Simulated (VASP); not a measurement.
# Ti3Al (P-6m2) in VASP: notebook, part 2 of 2

VASP 6.6.1. Earlier steps stand in the parts before.

## (4) Single point, PBE (c/a of the conventional cell at fixed volume 2.9829)

Input file INCAR:

```
ALGO = Fast
EDIFF = 1E-6
ENCUT = 520
GGA = PE
ISIF = 2
ISMEAR = 0
LASPH = T
LCHARG = F
LREAL = F
LWAVE = F
NBANDS = 28
NELM = 80
PREC = Accurate
SIGMA = 0.15
```

Input file KPOINTS:

```
k-points
0
Gamma
  15 15 6
```

Input file POSCAR:

```
Ti3Al
1.0
    2.9837618340      0.0000000000      0.0000000000
   -1.4918809170      2.5840135471      0.0000000000
    0.0000000000      0.0000000000      8.9002631747
Ti Al
3 1
Direct
    0.6666666667      0.3333333333      0.0000000000
    0.3333333333      0.6666666667      0.7396251305
    0.3333333333      0.6666666667      0.2603748695
    0.6666666667      0.3333333333      0.5000000000
```

On the command line:

```console
$ cat potpaw_PBE.64/Ti_sv/POTCAR potpaw_PBE.64/Al/POTCAR > POTCAR
$ mpirun -np 1 vasp_std > vasp.out
```

It took 11 min on 1 thread of Intel Xeon Platinum 8488C (Sapphire Rapids), shared host; peak memory 0.31 GiB.

The run converged. Its results:

```
Free energy   : -27.6242 eV
Pressure      : 0.8 GPa
Largest force : 0.926 eV/Å
```

Forces in eV/Å, atoms in the order of the input:
```
Ti   0.000  0.000  0.000
Ti   0.000  0.000  0.926
Ti   0.000  0.000 -0.926
Al   0.000  0.000  0.000
```

Stress tensor (GPa, compression positive):
```
-2.38  0.00  0.00
 0.00 -2.38  0.00
 0.00  0.00  7.05
```

Levels at points of the mesh, in eV from the Fermi level:
| k point | band 16 | band 17 | band 18 | band 19 | band 20 | band 21 | band 22 | band 23 | band 24 | band 25 |
| --- | --- | --- | --- | --- | --- | --- | --- | --- | --- | --- |
| (0.00, 0.00, 0.00) | -2.26 | -0.02 | 0.52 | 0.76 | 0.79 | 0.79 | 0.89 | 0.89 | 1.19 | 1.19 |
| (0.00, 0.00, 0.50) | -2.84 | -0.37 | 0.46 | 0.80 | 0.80 | 0.86 | 0.88 | 0.88 | 1.21 | 1.21 |

## (5) Single point, PBE (c/a of the conventional cell at fixed volume 3.1510)

Input file INCAR:

```
SYSTEM = Ti3Al
  ALGO = Fast
  EDIFF = 1E-6
  ENCUT = 520
  GGA = PE
  ISIF = 2
  ISMEAR = 0
  LASPH = .True.
  LCHARG = .False.
  LREAL = .False.
  LWAVE = .False.
  NBANDS = 28
  NELM = 80
  PREC = Accurate
  SIGMA = 0.15
```

Input file KPOINTS:

```
k-points
0
Gamma
  15 15 6
  0 0 0
```

Input file POSCAR:

```
Ti3Al
1.0
    2.9297375378      0.0000000000      0.0000000000
   -1.4648687689      2.5372271341      0.0000000000
    0.0000000000      0.0000000000      9.2315308735
Ti Al
3 1
Direct
    0.6666666667      0.3333333333      0.0000000000
    0.3333333333      0.6666666667      0.7396251305
    0.3333333333      0.6666666667      0.2603748695
    0.6666666667      0.3333333333      0.5000000000
```

Potentials or basis: VASP PAW PBE potentials, release 64 (Ti_sv, Al).

On the command line:

```console
$ cat potpaw_PBE.64/Ti_sv/POTCAR potpaw_PBE.64/Al/POTCAR > POTCAR
$ mpirun -np 1 vasp_std > vasp.out
```

OUTCAR:

```text
SYSTEM = Ti3Al
   EDIFF = 1E-6
   ENCUT = 520
   GGA = PE
   ISIF = 2
   ISMEAR = 0
   LASPH = .True.
   LREAL = .False.
   NELM = 80
   PREC = Accurate

 ion  position               nearest neighbor table
   1  0.667  0.333  0.000-
   2  0.333  0.667  0.740-   4 2.78   4 2.78   4 2.78
   3  0.333  0.667  0.260-   4 2.78   4 2.78   4 2.78
   4  0.667  0.333  0.500-   2 2.78   3 2.78   2 2.78   3 2.78   2 2.78   3 2.78

  LATTYP: Found a hexagonal cell.
 ALAT       =     2.9297375378
 C/A-ratio  =     3.1509753875

  Lattice vectors:

 A1 = (   2.9297375378,   0.0000000000,   0.0000000000)
 A2 = (  -1.4648687689,   2.5372271341,   0.0000000000)
 A3 = (   0.0000000000,   0.0000000000,   9.2315308735)

Analysis of symmetry for initial positions (statically):
=====================================================================
 Subroutine PRICEL returns:
 Original cell was already a primitive cell.

 Routine SETGRP: Setting up the symmetry group for a
 hexagonal supercell.

 Subroutine GETGRP returns: Found 12 space group operations
 (whereof 12 operations were pure point group operations)
 out of a pool of 24 trial point group operations.

The static configuration has the point symmetry D_3h.

Analysis of symmetry for dynamics (positions and initial velocities):
=====================================================================
 Subroutine PRICEL returns:
 Original cell was already a primitive cell.

 Routine SETGRP: Setting up the symmetry group for a
 hexagonal supercell.

 Subroutine GETGRP returns: Found 12 space group operations
 (whereof 12 operations were pure point group operations)
 out of a pool of 24 trial point group operations.

The dynamic configuration has the point symmetry D_3h.

 Subroutine INISYM returns: Found 12 space group operations
 (whereof 12 operations are pure point group operations),
 and found     1 'primitive' translations

----------------------------------------------------------------------------------------

                                     Primitive cell

  volume of cell :      68.6218

  direct lattice vectors                    reciprocal lattice vectors
     2.929737538  0.000000000  0.000000000     0.341327504  0.197065526  0.000000000
    -1.464868769  2.537227134  0.000000000     0.000000000  0.394131052  0.000000000
     0.000000000  0.000000000  9.231530874     0.000000000  0.000000000  0.108324395

  length of vectors
     2.929737538  2.929737538  9.231530874     0.394131052  0.394131052  0.108324395

  position of ions in fractional coordinates (direct lattice)
     0.666666667  0.333333333  0.000000000
     0.333333333  0.666666667  0.739625131
     0.333333333  0.666666667  0.260374869
     0.666666667  0.333333333  0.500000000

  ion indices of the primitive-cell ions
   primitive index   ion index
                 1           1
                 2           2
                 3           3
                 4           4

----------------------------------------------------------------------------------------

 KPOINTS: k-points

Automatic generation of k-mesh.
 Grid dimensions read from file:
 generate k-points for:   15   15    6

 Generating k-lattice:

  Cartesian coordinates                     Fractional coordinates (reciprocal lattice)
     0.022755167  0.013137702  0.000000000     0.066666667  0.000000000  0.000000000
     0.000000000  0.026275403  0.000000000     0.000000000  0.066666667  0.000000000
     0.000000000  0.000000000  0.018054066     0.000000000  0.000000000  0.166666667

  Length of vectors
     0.026275403  0.026275403  0.018054066

  Shift w.r.t. Gamma in fractional coordinates (k-lattice)
     0.000000000  0.000000000  0.000000000

 Subroutine IBZKPT returns following result:
 ===========================================

 Found    108 irreducible k-points:

 Following reciprocal coordinates:
            Coordinates               Weight
  0.000000  0.000000  0.000000      1.000000
  0.066667  0.000000  0.000000      6.000000
  0.133333  0.000000  0.000000      6.000000
  0.200000  0.000000  0.000000      6.000000
  0.266667  0.000000  0.000000      6.000000
  0.333333  0.000000  0.000000      6.000000
[... 16 lines left out ...]
  0.333333  0.200000  0.000000     12.000000
  0.400000  0.200000  0.000000      6.000000
 [... further k-points ...]
   k-points           NKPTS =    108   k-points in BZ     NKDIM =    108   number of bands    NBANDS=     28
   number of dos      NEDOS =    301   number of ions     NIONS =      4
   total plane-waves  NPLWV =  40320
   dimension x,y,z NGX =    24 NGY =   24 NGZ =   70
   dimension x,y,z NGXF=    48 NGYF=   48 NGZF=  140
   ions per type =               3   1
   NGX,Y,Z   is equivalent  to a cutoff of  13.62, 13.62, 12.61 a.u.
   NGXF,Y,Z  is equivalent  to a cutoff of  27.24, 27.24, 25.21 a.u.
 SYSTEM =  Ti3Al
   PREC   = accura    normal or accurate (medium, high low for compatibility)
   ISTART =      0    job   : 0-new  1-cont  2-samecut
   ICHARG =      2    charge: 1-file 2-atom 10-const
   ISPIN  =      1    spin polarized calculation?
   LNONCOLLINEAR =      F non collinear calculations
   LSORBIT =      F    spin-orbit coupling
   LASPH  =      T    aspherical Exc in radial PAW
   ENCUT  =  520.0 eV  38.22 Ry    6.18 a.u.   5.45  5.45 17.16*2*pi/ulx,y,z
   NELM   =     80;   NELMIN=  2; NELMDL= -5     # of ELM steps
   EDIFF  = 0.1E-05   stopping-criterion for ELM
   LREAL  =      F    real-space projection
   EDIFFG = 0.1E-04   stopping-criterion for IOM
   NSW    =      0    number of steps for IOM
   IBRION =     -1    ionic relax: 0-MD 1-quasi-New 2-CG
   NFREE  =      0    steps in history (QN), initial steepest desc. (CG)
   ISIF   =      2    stress and relaxation
   ISYM   =      2    0-nonsym 1-usesym 2-fastsym
   POTIM  = 0.5000    time-step for ionic-motion
   TEBEG  =    0.0;   TEEND  =   0.0 temperature during run
   PSTRESS=    0.0 pullay stress
   NELECT =      39.0000    total number of electrons
   NUPDOWN=      -1.0000    fix difference up-down
   EMIN   =  10.00;   EMAX   =-10.00  energy-range for DOS
   EFERMI =   0.00;   METHOD = LEGACY
   ISMEAR =     0;   SIGMA  =   0.15  broadening in eV -4-tet -1-fermi 0-gaus
   EFERMI_NEDOS =   21; number of points for ismear=-14 and -15
   IALGO  =     68    algorithm
   IMIX   =      4    mixing-type and parameters
     AMIX     =   0.40;   BMIX     =  1.00
     AMIX_MAG =   1.60;   BMIX_MAG =  1.00
  volume/ion in A,a.u.               =      17.16       115.77
  Fermi-wavevector in a.u.,A,eV,Ry     =   1.356050  2.562563 25.019375  1.838872
  Thomas-Fermi vector in A             =   2.483086
   LORBIT       =      0    0 simple, 1 ext, 2 COOP (PROOUT), +10 PAW based schemes
   GGA     = PE    functional components
   LHFCALC =     F    Hartree Fock is set to
   AEXX    =    0.0000 exact exchange contribution
   IVDW    =     0    specifies the selected vdW correction
   LEPSILON=     F    determine dielectric tensor
   LRPA    =     F    only Hartree local field effects (RPA)
 non-spin polarized calculation
 RMM-DIIS sequential band-by-band and
 Gauss-broadening in eV      SIGMA  =   0.15
  energy-cutoff  :      520.00
  volume of cell :       68.62
 maximum number of plane-waves:      1907
 NGX is ok and might be reduce to    24

 number of electron      38.9999995 magnetization

 Free energy of the ion-electron system (eV)
  ---------------------------------------------------
  ext. energy  EPLUGINS =         0.00000000
  ---------------------------------------------------
  free energy    TOTEN  =       -27.71335000 eV

  energy without entropy =      -27.66286291  energy(sigma->0) =      -27.68810646

 E-fermi :   7.9320     XC(G=0): -11.1859

 val. band max:        7.9301280217   @ k =   0.2000   0.0000   0.0000
 cond. band min:       7.9343103243   @ k =   0.2667   0.0667   0.3333
 fundamental gap:      0.0041823026
 Fermi energy:         7.9319999751

 k-point     1 :       0.0000    0.0000    0.0000
  band No.  band energies     occupation
      1     -48.8332      2.00000
      2     -48.7216      2.00000
      3     -48.7091      2.00000
      4     -25.2792      2.00000
      5     -25.0296      2.00000
      6     -24.8483      2.00000
[... 20 lines left out ...]
     27      10.0753      0.00000
     28      10.5501      0.00000
[... 683 lines left out ...]
 k-point    24 :       0.4000    0.2000    0.0000
  band No.  band energies     occupation
      1     -48.7427      2.00000
      2     -48.6426      2.00000
      3     -48.6421      2.00000
      4     -25.2335      2.00000
      5     -25.1768      2.00000
      6     -25.0976      2.00000
[... 20 lines left out ...]
     27      10.8295      0.00000
     28      11.1977      0.00000

 [... further k-points ...]
[... 5 lines left out ...]
  --------------------------------------------------------------------------------------
  -------------------------------------------------------------------------------------
  Total       -0.2780461     -0.2780461      0.5500591     -0.0000000      0.0000000     -0.0000000
  in kB       -6.4918064     -6.4918064     12.8427539     -0.0000000      0.0000000     -0.0000000
  external PRESSURE =      -0.0469530 kB  Pullay stress =       0.0000000 kB

 VOLUME and BASIS-vectors are now :
 -----------------------------------------------------------------------------
  energy-cutoff  :      520.00
  volume of cell :       68.62
      direct lattice vectors                 reciprocal lattice vectors
     2.929737538  0.000000000  0.000000000     0.341327504  0.197065526  0.000000000
    -1.464868769  2.537227134  0.000000000     0.000000000  0.394131052  0.000000000
     0.000000000  0.000000000  9.231530874     0.000000000  0.000000000  0.108324395

 POSITION                                       TOTAL-FORCE (eV/Angst)
 -----------------------------------------------------------------------------------
      1.46487      0.84574      0.00000        -0.000000      0.000000      0.000000
     -0.00000      1.69148      6.82787         0.000000      0.000000      0.761400
     -0.00000      1.69148      2.40366         0.000000     -0.000000     -0.761400
      1.46487      0.84574      4.61577         0.000000      0.000000      0.000000
 -----------------------------------------------------------------------------------
    total drift:                                0.000000     -0.000000      0.000000

  FREE ENERGIE OF THE ION-ELECTRON SYSTEM (eV)
  ---------------------------------------------------
  free  energy   TOTEN  =       -27.7133500044 eV

  energy  without entropy=      -27.6628629104  energy(sigma->0) =      -27.68810646
```

OSZICAR:

```text
N       E                     dE             d eps       ncg     rms          rms(c)
DAV:   1     0.467108037204E+03    0.46711E+03   -0.19639E+04  6048   0.162E+03
DAV:   2     0.261289835050E+02   -0.44098E+03   -0.43293E+03  6132   0.495E+02
DAV:   3    -0.258733700832E+02   -0.52002E+02   -0.50747E+02 10484   0.143E+02
[... 35 lines left out ...]
RMM:  39    -0.277133451420E+02   -0.14577E-05   -0.21589E-05  7502   0.168E-02    0.520E-03
RMM:  40    -0.277133467737E+02   -0.16317E-05   -0.19035E-05  7802   0.158E-02    0.455E-03
RMM:  41    -0.277133482850E+02   -0.15113E-05   -0.15052E-05  7012   0.140E-02    0.715E-03
RMM:  42    -0.277133492258E+02   -0.94080E-06   -0.10190E-05  6170   0.116E-02    0.759E-03
RMM:  43    -0.277133500044E+02   -0.77853E-06   -0.99402E-06  6162   0.101E-02
   1 F= -.27713350E+02 E0= -.27688106E+02  d E =-.504871E-01
```

It took 7.7 min on 1 thread of Intel Xeon Platinum 8488C (Sapphire Rapids), shared host; peak memory 0.31 GiB.

Results:

* Free energy: -27.7134 eV
* Pressure: 0.0 GPa
* Largest force: 0.761 eV/Å

Forces in eV/Å, atoms in the order of the input:
```
Ti   0.000  0.000  0.000
Ti   0.000  0.000  0.761
Ti   0.000  0.000 -0.761
Al   0.000  0.000  0.000
```

## (6) Summary

```csv
cell,further INCAR settings,gap on the mesh (eV),pressure (GPa),largest force (eV/Å)
"a = 2.984, b = 2.984, c = 8.900 Å, angles 90.0, 90.0, 120.0°, 4 atoms",ALGO = Fast; EDIFF = 1e-07; NBANDS = 28,none,0.3,0.08
"a = 2.879, b = 2.879, c = 9.557 Å, angles 90.0, 90.0, 120.0°, 4 atoms",ALGO = Fast; EDIFF = 1e-07; NBANDS = 28,none,-0.4,0.53
"a = 2.984, b = 2.984, c = 8.900 Å, angles 90.0, 90.0, 120.0°, 4 atoms",ALGO = Fast; EDIFF = 1e-06; NBANDS = 28,none,0.8,0.93
"a = 2.930, b = 2.930, c = 9.232 Å, angles 90.0, 90.0, 120.0°, 4 atoms",ALGO = Fast; EDIFF = 1e-06; NBANDS = 28,none,0.0,0.76
```

Some of these runs hold the atoms at other places in the same cell, which the table doesn't show; runs alike in all that it shows share one row.

Alike in all rows: task single point; level PBE; potentials or basis VASP PAW PBE potentials, release 64 (Ti_sv, Al); no spin polarisation; k mesh 15 × 15 × 6; cutoff (eV) 520; smearing gaussian 0.15 eV.

Absolute energies hang on the potentials; compare differences alone.
